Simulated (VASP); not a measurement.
# HgTe (P4/nmm) in VASP: single point with PBE+D3(BJ)

Aim: the single point of HgTe with PBE+D3(BJ).

Program: VASP 6.6.1. These are calculated values, not measurements. Logs are shortened: lines on timing, memory, paths and dates and some standing lists are left out, and cuts for length are marked.

**1. The cell of the first run**

Symmetry: P4/nmm, No. 129, tetragonal system. The conventional cell has a = 4.760 Å, b = 4.760 Å, c = 5.069 Å, α = 90.00°, β = 90.00°, γ = 90.00°. Hg (site symmetry -4m2) has 4 Te at 2.95 Å and 4 Hg at 3.37 Å within 3.9 Å. Within 3.9 Å of Te (site symmetry 4mm) lie 4 Hg at 2.95 Å and 4 Te at 3.72 Å.

**2. Single point, PBE+D3(BJ)**

The input, INCAR:

```
ALGO = Normal
EDIFF = 1E-6
ENCUT = 520
GGA = PE
ISIF = 2
ISMEAR = 0
IVDW = 12
LASPH = T
LCHARG = F
LREAL = F
LWAVE = F
NBANDS = 26
NELM = 60
PREC = Accurate
SIGMA = 0.1
```

The input, KPOINTS:

```
k-points
0
Gamma
  4 4 4
```

The input, POSCAR:

```
HgTe
1.0
    4.7601888000      0.0000000000      0.0000000000
    0.0000000000      4.7601888000      0.0000000000
    0.0000000000      0.0000000000      5.0691338000
Hg Te
2 2
Direct
    0.0000000000      0.0000000000      0.0000000000
    0.5000000000      0.5000000000      0.0000000000
    0.0000000000      0.5000000000      0.3434660000
    0.5000000000      0.0000000000      0.6565340000
```

Potentials or basis: VASP PAW PBE potentials, release 64 (Hg, Te).

Run with:

```bash
$ cat potpaw_PBE.64/Hg/POTCAR potpaw_PBE.64/Te/POTCAR > POTCAR
$ mpirun -np 1 vasp_std > vasp.out
```

OUTCAR:

```text
EDIFF = 1E-6
   ENCUT = 520
   GGA = PE
   ISIF = 2
   ISMEAR = 0
   IVDW = 12
   LASPH = T
   LREAL = F
   NELM = 60
   PREC = Accurate
 IVDW          = 12

 ion  position               nearest neighbor table
   1  0.000  0.000  0.000-   3 2.95   4 2.95   3 2.95   4 2.95   2 3.37   2 3.37   2 3.37   2 3.37

   2  0.500  0.500  0.000-   3 2.95   4 2.95   4 2.95   3 2.95   1 3.37   1 3.37   1 3.37   1 3.37

   3  0.000  0.500  0.343-   1 2.95   2 2.95   1 2.95   2 2.95
   4  0.500  0.000  0.657-   1 2.95   2 2.95   2 2.95   1 2.95

  LATTYP: Found a simple tetragonal cell.
 ALAT       =     4.7601888000
 C/A-ratio  =     1.0649018375

  Lattice vectors:

 A1 = (   4.7601888000,   0.0000000000,   0.0000000000)
 A2 = (   0.0000000000,   4.7601888000,   0.0000000000)
 A3 = (   0.0000000000,   0.0000000000,   5.0691338000)

Analysis of symmetry for initial positions (statically):
=====================================================================
 Subroutine PRICEL returns:
 Original cell was already a primitive cell.

 Routine SETGRP: Setting up the symmetry group for a
 simple tetragonal supercell.

 Subroutine GETGRP returns: Found 16 space group operations
 (whereof  8 operations were pure point group operations)
 out of a pool of 16 trial point group operations.

The static configuration has the point symmetry D_2d.
 The point group associated with its full space group is D_4h.

Analysis of symmetry for dynamics (positions and initial velocities):
=====================================================================
 Subroutine PRICEL returns:
 Original cell was already a primitive cell.

 Routine SETGRP: Setting up the symmetry group for a
 simple tetragonal supercell.

 Subroutine GETGRP returns: Found 16 space group operations
 (whereof  8 operations were pure point group operations)
 out of a pool of 16 trial point group operations.

The dynamic configuration has the point symmetry D_2d.
 The point group associated with its full space group is D_4h.

 Subroutine INISYM returns: Found 16 space group operations
 (whereof  8 operations are pure point group operations),
 and found     1 'primitive' translations

----------------------------------------------------------------------------------------

[... 86 lines left out ...]
   LASPH  =      T    aspherical Exc in radial PAW
   ENCUT  =  520.0 eV  38.22 Ry    6.18 a.u.   8.85  8.85  9.43*2*pi/ulx,y,z
   NELM   =     60;   NELMIN=  2; NELMDL= -5     # of ELM steps
   EDIFF  = 0.1E-05   stopping-criterion for ELM
   LREAL  =      F    real-space projection
   EDIFFG = 0.1E-04   stopping-criterion for IOM
   NSW    =      0    number of steps for IOM
   IBRION =     -1    ionic relax: 0-MD 1-quasi-New 2-CG
   NFREE  =      0    steps in history (QN), initial steepest desc. (CG)
   ISIF   =      2    stress and relaxation
   ISYM   =      2    0-nonsym 1-usesym 2-fastsym
   POTIM  = 0.5000    time-step for ionic-motion
   TEBEG  =    0.0;   TEEND  =   0.0 temperature during run
   PSTRESS=    0.0 pullay stress
   NELECT =      36.0000    total number of electrons
   NUPDOWN=      -1.0000    fix difference up-down
   EMIN   =  10.00;   EMAX   =-10.00  energy-range for DOS
   EFERMI =   0.00;   METHOD = LEGACY
   ISMEAR =     0;   SIGMA  =   0.10  broadening in eV -4-tet -1-fermi 0-gaus
   EFERMI_NEDOS =   21; number of points for ismear=-14 and -15
   IALGO  =     38    algorithm
   IMIX   =      4    mixing-type and parameters
     AMIX     =   0.40;   BMIX     =  1.00
     AMIX_MAG =   1.60;   BMIX_MAG =  1.00
  volume/ion in A,a.u.               =      28.72       193.78
  Fermi-wavevector in a.u.,A,eV,Ry     =   1.112026  2.101425 16.824991  1.236602
  Thomas-Fermi vector in A             =   2.248596
   LORBIT       =      0    0 simple, 1 ext, 2 COOP (PROOUT), +10 PAW based schemes
   GGA     = PE    functional components
   LHFCALC =     F    Hartree Fock is set to
   AEXX    =    0.0000 exact exchange contribution
   IVDW    =    12    specifies the selected vdW correction
   LEPSILON=     F    determine dielectric tensor
   LRPA    =     F    only Hartree local field effects (RPA)
 non-spin polarized calculation
 Gauss-broadening in eV      SIGMA  =   0.10
  energy-cutoff  :      520.00
  volume of cell :      114.86
 maximum number of plane-waves:      3120
 NGX is ok and might be reduce to    36
   NGX = 17   NGY = 17   NGZ = 19

 number of electron      36.0000006 magnetization

 Free energy of the ion-electron system (eV)
  ---------------------------------------------------
  ext. energy  EPLUGINS =         0.00000000
  ---------------------------------------------------
  free energy    TOTEN  =        -6.53114115 eV

  energy without entropy =       -6.52465780  energy(sigma->0) =       -6.52789948

 E-fermi :   4.2631     XC(G=0):  -9.8014

 val. band max:        4.2064274814   @ k =   0.2500   0.2500   0.0000
 cond. band min:       4.5310037085   @ k =   0.2500   0.0000   0.2500
 fundamental gap:      0.3245762271
 Fermi energy:         4.2631447820

 k-point     1 :       0.0000    0.0000    0.0000
  band No.  band energies     occupation
      1      -7.7843      2.00000
      2      -6.2098      2.00000
      3      -2.9647      2.00000
      4      -2.9051      2.00000
      5      -2.7255      2.00000
      6      -2.7255      2.00000
[... 511 lines left out ...]
     25      13.0153      0.00000
     26      13.0154      0.00000

------------------------ aborting loop because EDIFF is reached ----------------------------------------

 Edisp (eV)   -1.72986

 E8    (eV) :    -0.7894

  FORCE on cell =-STRESS in cart. coord.  units (eV):
  Direction    XX          YY          ZZ          XY          YZ          ZX
  --------------------------------------------------------------------------------------
  -------------------------------------------------------------------------------------
  Total       0.15976     0.15976    -0.25076     0.00000    -0.00000     0.00000
  in kB       2.22845     2.22845    -3.49768     0.00000    -0.00000     0.00000
  external pressure =        0.32 kB  Pullay stress =        0.00 kB

 VOLUME and BASIS-vectors are now :
 -----------------------------------------------------------------------------
  energy-cutoff  :      520.00
  volume of cell :      114.86
      direct lattice vectors                 reciprocal lattice vectors
     4.760188800  0.000000000  0.000000000     0.210075701  0.000000000  0.000000000
     0.000000000  4.760188800  0.000000000     0.000000000  0.210075701  0.000000000
     0.000000000  0.000000000  5.069133800     0.000000000  0.000000000  0.197272362

 POSITION                                       TOTAL-FORCE (eV/Angst)
 -----------------------------------------------------------------------------------
      0.00000      0.00000      0.00000         0.000000      0.000000     -0.000000
      2.38009      2.38009      0.00000         0.000000     -0.000000     -0.000000
      0.00000      2.38009      1.74108         0.000000      0.000000     -0.075174
      2.38009      0.00000      3.32806         0.000000      0.000000      0.075174
 -----------------------------------------------------------------------------------
    total drift:                                0.000000      0.000000     -0.000000

  FREE ENERGIE OF THE ION-ELECTRON SYSTEM (eV)
  ---------------------------------------------------
  free  energy   TOTEN  =        -8.2610026760 eV

  energy  without entropy=       -8.2545193236  energy(sigma->0) =       -8.25776100
```

OSZICAR:

```text
N       E                     dE             d eps       ncg     rms          rms(c)
DAV:   1     0.233883775785E+03    0.23388E+03   -0.16188E+04   936   0.123E+03
DAV:   2     0.456317352607E+01   -0.22932E+03   -0.22003E+03   982   0.286E+02
DAV:   3    -0.680545037236E+01   -0.11369E+02   -0.11272E+02  1140   0.639E+01
DAV:   4    -0.692466095416E+01   -0.11921E+00   -0.11912E+00  1126   0.584E+00
DAV:   5    -0.692637829690E+01   -0.17173E-02   -0.17173E-02  1106   0.669E-01    0.106E+01
DAV:   6    -0.653337164966E+01    0.39301E+00   -0.96614E-01  1012   0.983E+00    0.848E+00
DAV:   7    -0.653371425175E+01   -0.34260E-03   -0.22857E-01  1030   0.250E+00    0.310E+00
DAV:   8    -0.653132590339E+01    0.23883E-02   -0.26220E-02   988   0.155E+00    0.481E-01
DAV:   9    -0.653114802155E+01    0.17788E-03   -0.38875E-03  1008   0.613E-01    0.875E-02
DAV:  10    -0.653112695485E+01    0.21067E-04   -0.29762E-04  1018   0.167E-01    0.437E-02
DAV:  11    -0.653114724233E+01   -0.20287E-04   -0.12655E-04  1020   0.854E-02    0.470E-02
DAV:  12    -0.653114087139E+01    0.63709E-05   -0.15282E-05   980   0.315E-02    0.354E-02
DAV:  13    -0.653114115226E+01   -0.28086E-06   -0.79001E-07   590   0.451E-03
   1 F= -.82610027E+01 E0= -.82577610E+01  d E =-.648335E-02
```

It took 18 s on 1 thread of Intel Xeon 6975P-C (Granite Rapids), shared host; peak memory 0.25 GiB.

Results:

```
Free energy                : -8.2610 eV
Pressure                   : 0.0 GPa
Largest force              : 0.075 eV/Å
Band gap on the k mesh     : zero (band 18 reaches 4.70 eV, above the bottom of band 19 at 3.54 eV)
Dispersion energy per atom : -0.432 eV
```

Forces in eV/Å, atoms in the order of the input:
```
Hg   0.000  0.000  0.000
Hg   0.000  0.000  0.000
Te   0.000  0.000 -0.075
Te   0.000  0.000  0.075
```

Stress tensor (GPa, compression positive):
```
 0.22  0.00  0.00
 0.00  0.22  0.00
 0.00  0.00 -0.35
```

Levels at points of the mesh, in eV from the Fermi level:
```csv
k point,band 16,band 17,band 18,band 19,band 20,band 21
"(0.00, 0.00, 0.00)",-1.31,-1.12,0.44,0.49,0.49,3.96
"(0.50, 0.00, 0.00)",-1.90,-1.32,-1.32,2.56,2.56,3.13
"(0.50, 0.50, 0.00)",-1.62,-0.71,-0.71,1.22,1.22,2.40
"(0.00, 0.00, 0.50)",-1.30,-1.30,-0.80,-0.73,2.60,3.25
"(0.50, 0.00, 0.50)",-0.86,-0.60,-0.60,0.47,0.47,4.02
"(0.50, 0.50, 0.50)",-3.67,-3.15,-3.15,3.48,3.48,5.84
```

Caveat: spin-orbit coupling is left out, which moves the levels of the heavy elements; pairwise dispersion overbinds metals, which lowers pressure and volume.
